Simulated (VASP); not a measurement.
# InGa3P4 (P-4m2) in VASP: relaxation of shape and atoms at fixed volume with PBE

Aim: the relaxation of shape and atoms at fixed volume of InGa3P4 with PBE.

Everything below comes from runs of VASP 6.6.1. Logs are shortened: lines on timing, memory, paths and dates and some standing lists are left out, and cuts for length are marked.

## (1) The cell of the first run

Symmetry: P-4m2, No. 115, tetragonal system. The conventional cell has a = 3.841 Å, b = 3.841 Å, c = 10.948 Å, α = 90.00°, β = 90.00°, γ = 90.00°. In (site symmetry -4m2) has 4 P at 2.47 Å within 3.3 Å. Within 3.1 Å of Ga (site symmetry 2mm) lie 4 P at 2.32 to 2.33 Å. Ga (site symmetry -4m2) has 4 P at 2.33 Å within 3.1 Å. P (site symmetry 2mm) has 2 Ga at 2.32 Å and 2 In at 2.47 Å within 3.1 Å. Within 3.1 Å of P (site symmetry 2mm) lie 4 Ga at 2.33 Å.

## (2) Relaxation of shape and atoms at fixed volume, PBE (20.19 Å³/atom)

INCAR

```
ALGO     = Normal         # electronic algorithm
EDIFF    = 1E-6           # SCF threshold, eV
EDIFFG   = -0.01          # ionic threshold
ENCUT    = 600            # plane-wave cutoff, eV
GGA      = PE             # functional
IBRION   = 2              # ionic algorithm
ISIF     = 4              # what is computed and relaxed
ISMEAR   = 0              # smearing method
LASPH    = T              # aspherical terms in the spheres
LCHARG   = F              # write CHGCAR
LREAL    = F              # projectors in reciprocal space
LWAVE    = F              # write WAVECAR
NELM     = 80             # most SCF steps
NSW      = 50             # ionic steps
PREC     = Accurate       # precision mode
SIGMA    = 0.02           # smearing width, eV
```

KPOINTS

```
k-points
0
Gamma
  8 8 4
```

POSCAR

```
InGa3P4
1.0
    3.8410679419      0.0000000000      0.0000000000
    0.0000000000      3.8410679419      0.0000000000
    0.0000000000      0.0000000000     10.9476690290
In Ga P
1 3 4
Direct
    0.5000000000      0.5000000000      0.0000000000
    0.0000000000      0.0000000000      0.7399200243
    0.0000000000      0.0000000000      0.2600799757
    0.5000000000      0.5000000000      0.5000000000
    0.5000000000      0.0000000000      0.8585987237
    0.0000000000      0.5000000000      0.1414012763
    0.5000000000      0.0000000000      0.3801065143
    0.0000000000      0.5000000000      0.6198934857
```

Potentials or basis: VASP PAW PBE potentials, release 64 (In_d, Ga_d, P).

Command:

```console
cat potpaw_PBE.64/In_d/POTCAR potpaw_PBE.64/Ga_d/POTCAR potpaw_PBE.64/P/POTCAR > POTCAR
mpirun -np 1 vasp_std > vasp.out
```

OUTCAR:

```text
EDIFF = 1E-6
   EDIFFG = -0.01
   ENCUT = 600
   GGA = PE
   IBRION = 2
   ISIF = 4
   ISMEAR = 0
   LASPH = T
   LREAL = F
   NELM = 80
   NSW = 50
   PREC = Accurate

 ion  position               nearest neighbor table
   1  0.500  0.500  0.000-   5 2.47   6 2.47   5 2.47   6 2.47
   2  0.000  0.000  0.740-   5 2.32   5 2.32   8 2.33   8 2.33
   3  0.000  0.000  0.260-   6 2.32   6 2.32   7 2.33   7 2.33
   4  0.500  0.500  0.500-   7 2.33   8 2.33   7 2.33   8 2.33
   5  0.500  0.000  0.859-   2 2.32   2 2.32   1 2.47   1 2.47
   6  0.000  0.500  0.141-   3 2.32   3 2.32   1 2.47   1 2.47
   7  0.500  0.000  0.380-   4 2.33   4 2.33   3 2.33   3 2.33
   8  0.000  0.500  0.620-   4 2.33   4 2.33   2 2.33   2 2.33

  LATTYP: Found a simple tetragonal cell.
 ALAT       =     3.8410679419
 C/A-ratio  =     2.8501628179

  Lattice vectors:

 A1 = (   3.8410679419,   0.0000000000,   0.0000000000)
 A2 = (   0.0000000000,   3.8410679419,   0.0000000000)
 A3 = (   0.0000000000,   0.0000000000,  10.9476690290)

Analysis of symmetry for initial positions (statically):
=====================================================================
 Subroutine PRICEL returns:
 Original cell was already a primitive cell.

 Routine SETGRP: Setting up the symmetry group for a
 simple tetragonal supercell.

 Subroutine GETGRP returns: Found  8 space group operations
 (whereof  8 operations were pure point group operations)
 out of a pool of 16 trial point group operations.

The static configuration has the point symmetry D_2d.

Analysis of symmetry for dynamics (positions and initial velocities):
=====================================================================
 Subroutine PRICEL returns:
 Original cell was already a primitive cell.

 Routine SETGRP: Setting up the symmetry group for a
 simple tetragonal supercell.

 Subroutine GETGRP returns: Found  8 space group operations
 (whereof  8 operations were pure point group operations)
 out of a pool of 16 trial point group operations.

The dynamic configuration has the point symmetry D_2d.

 Subroutine INISYM returns: Found  8 space group operations
 (whereof  8 operations are pure point group operations),
 and found     1 'primitive' translations
[... 175 lines left out ...]
     0.000000000  3.841067942  0.000000000     0.000000000  0.260344262  0.000000000
     0.000000000  0.000000000 10.947669029     0.000000000  0.000000000  0.091343646

 POSITION                                       TOTAL-FORCE (eV/Angst)
 -----------------------------------------------------------------------------------
      1.92053      1.92053      0.00000         0.000000      0.000000     -0.000000
      0.00000      0.00000      8.10040         0.000000     -0.000000      0.003981
      0.00000      0.00000      2.84727         0.000000     -0.000000     -0.003981
      1.92053      1.92053      5.47383         0.000000     -0.000000     -0.000000
      1.92053      0.00000      9.39965         0.000000     -0.000000     -0.028517
      0.00000      1.92053      1.54801         0.000000     -0.000000      0.028517
      1.92053      0.00000      4.16128        -0.000000     -0.000000     -0.000635
      0.00000      1.92053      6.78639        -0.000000     -0.000000      0.000635
 -----------------------------------------------------------------------------------
    total drift:                                0.000000     -0.000000     -0.000000

  FREE ENERGIE OF THE ION-ELECTRON SYSTEM (eV)
  ---------------------------------------------------
  free  energy   TOTEN  =       -35.2631896918 eV

  energy  without entropy=      -35.2631896918  energy(sigma->0) =      -35.26318969

--------------------------------------- Ionic step        2  -------------------------------------------

 number of electron      72.0000030 magnetization

 Free energy of the ion-electron system (eV)
  ---------------------------------------------------
  ext. energy  EPLUGINS =         0.00000000
  ---------------------------------------------------
  free energy    TOTEN  =       -35.26324357 eV

  energy without entropy =      -35.26324357  energy(sigma->0) =      -35.26324357

 E-fermi :   5.6260     XC(G=0):  -9.9631

 val. band max:        5.5397942506   @ k =   0.0000   0.0000   0.0000
 cond. band min:       6.9681345416   @ k =   0.0000   0.0000   0.2500
 fundamental gap:      1.4283402910
 Fermi energy:         5.6259999018

 k-point     1 :       0.0000    0.0000    0.0000
  band No.  band energies     occupation
      1      -9.3203      2.00000
      2      -9.2825      2.00000
      3      -9.2221      2.00000
      4      -9.1912      2.00000
      5      -9.1912      2.00000
      6      -9.1698      2.00000
[... 1093 lines left out ...]
     42       9.8873      0.00000
     43       9.8902      0.00000

 [... further k-points ...]

------------------------ aborting loop because EDIFF is reached ----------------------------------------

  FORCE on cell =-STRESS in cart. coord.  units (eV):
  Direction    XX          YY          ZZ          XY          YZ          ZX
  --------------------------------------------------------------------------------------
  -------------------------------------------------------------------------------------
  Total        8.3370767      8.3370767      8.3679274      0.0000000     -0.0000000     -0.0000000
  in kB       82.6987114     82.6987114     83.0047318      0.0000000     -0.0000000     -0.0000000
  external PRESSURE =      82.8007182 kB  Pullay stress =       0.0000000 kB

 VOLUME and BASIS-vectors are now :
 -----------------------------------------------------------------------------
  energy-cutoff  :      600.00
  volume of cell :      161.52
      direct lattice vectors                 reciprocal lattice vectors
     3.840678981  0.000000000 -0.000000000     0.260370628  0.000000000  0.000000000
     0.000000000  3.840678981  0.000000000     0.000000000  0.260370628  0.000000000
     0.000000000  0.000000000 10.949886569     0.000000000  0.000000000  0.091325147

 POSITION                                       TOTAL-FORCE (eV/Angst)
 -----------------------------------------------------------------------------------
      1.92034      1.92034     10.94989        -0.000000     -0.000000      0.000000
      0.00000      3.84068      8.10223         0.000000      0.000000     -0.008014
      0.00000      3.84068      2.84765         0.000000      0.000000      0.008014
      1.92034      1.92034      5.47494         0.000000     -0.000000      0.000000
      1.92034      3.84068      9.40018         0.000000     -0.000000     -0.005300
      0.00000      1.92034      1.54970         0.000000     -0.000000      0.005300
      1.92034      3.84068      4.16209         0.000000     -0.000000     -0.000047
      3.84068      1.92034      6.78779         0.000000      0.000000      0.000047
 -----------------------------------------------------------------------------------
    total drift:                                0.000000      0.000000     -0.000000

  FREE ENERGIE OF THE ION-ELECTRON SYSTEM (eV)
  ---------------------------------------------------
  free  energy   TOTEN  =       -35.2632435694 eV

  energy  without entropy=      -35.2632435694  energy(sigma->0) =      -35.26324357

 reached required accuracy - stopping structural energy minimisation
```

CONTCAR:

```text
InGa3P4
   1.00000000000000
     3.8406789811693502    0.0000000000000000   -0.0000000000000000
     0.0000000000000000    3.8406789811693502    0.0000000000000000
     0.0000000000000000    0.0000000000000000   10.9498865686529392
  In              Ga              P
     1     3     4
Direct
     0.5000000000000000    0.5000000000000000    1.0000000000000000
     0.0000000000000000    1.0000000000000000    0.7399375689140586
     0.0000000000000000    1.0000000000000000    0.2600624310859414
     0.5000000000000000    0.5000000000000000    0.5000000000000000
     0.5000000000000000    1.0000000000000000    0.8584730604637856
     0.0000000000000000    0.5000000000000000    0.1415269395362145
     0.5000000000000000    1.0000000000000000    0.3801037174613068
     1.0000000000000000    0.5000000000000000    0.6198962825386932

  0.00000000E+00  0.00000000E+00  0.00000000E+00
  0.00000000E+00  0.00000000E+00  0.00000000E+00
  0.00000000E+00  0.00000000E+00  0.00000000E+00
  0.00000000E+00  0.00000000E+00  0.00000000E+00
  0.00000000E+00  0.00000000E+00  0.00000000E+00
  0.00000000E+00  0.00000000E+00  0.00000000E+00
  0.00000000E+00  0.00000000E+00  0.00000000E+00
  0.00000000E+00  0.00000000E+00  0.00000000E+00
```

Run time: 6.8 min. Hardware: 1 thread of Oxide Virtual Turin-like, shared host; peak memory 0.49 GiB.

What came out:

- Free energy: -35.2632 eV
- Energy gained by relaxing: 0.0 meV/atom
- Ionic steps: 2
- Pressure after relaxing: 8.3 GPa
- Largest force after relaxing: 0.008 eV/Å
- Band gap on the k mesh: 1.43 eV (least direct gap 1.44 eV)

Forces on the atoms (eV/Å):
```
In   0.000  0.000  0.000
Ga   0.000  0.000 -0.008
Ga   0.000  0.000  0.008
Ga   0.000  0.000  0.000
P    0.000  0.000 -0.005
P    0.000  0.000  0.005
P    0.000  0.000  0.000
P    0.000  0.000  0.000
```

Final structure:
```
In Ga P
1.0
     3.84068    0.00000    0.00000
     0.00000    3.84068    0.00000
     0.00000    0.00000   10.94989
In Ga P
1 3 4
Direct
  0.50000 0.50000 0.00000
  0.00000 0.00000 0.73994
  0.00000 0.00000 0.26006
  0.50000 0.50000 0.50000
  0.50000 0.00000 0.85847
  0.00000 0.50000 0.14153
  0.50000 0.00000 0.38010
  0.00000 0.50000 0.61990
```

Levels at points of the mesh, in eV from the valence-band top:
```tsv
k point	band 33	band 34	band 35	band 36	band 37	band 38	band 39	band 40
(0.00, 0.00, 0.00)	-1.57	-0.14	0.00	0.00	1.44	1.59	1.77	2.21
(0.50, 0.00, 0.00)	-1.42	-1.25	-1.23	-0.67	1.55	1.75	2.89	3.44
(0.50, 0.50, 0.00)	-2.96	-2.85	-2.85	-2.74	1.49	1.49	1.71	1.92
(0.00, 0.00, 0.50)	-0.87	-0.87	-0.50	-0.50	1.45	1.51	2.26	2.49
(0.50, 0.00, 0.50)	-1.48	-1.47	-1.44	-0.68	2.44	2.49	2.56	3.05
(0.50, 0.50, 0.50)	-3.23	-3.22	-3.21	-3.21	2.54	2.54	2.67	2.67
```

Caveat: spin-orbit coupling is left out, which moves the levels of the heavy elements.
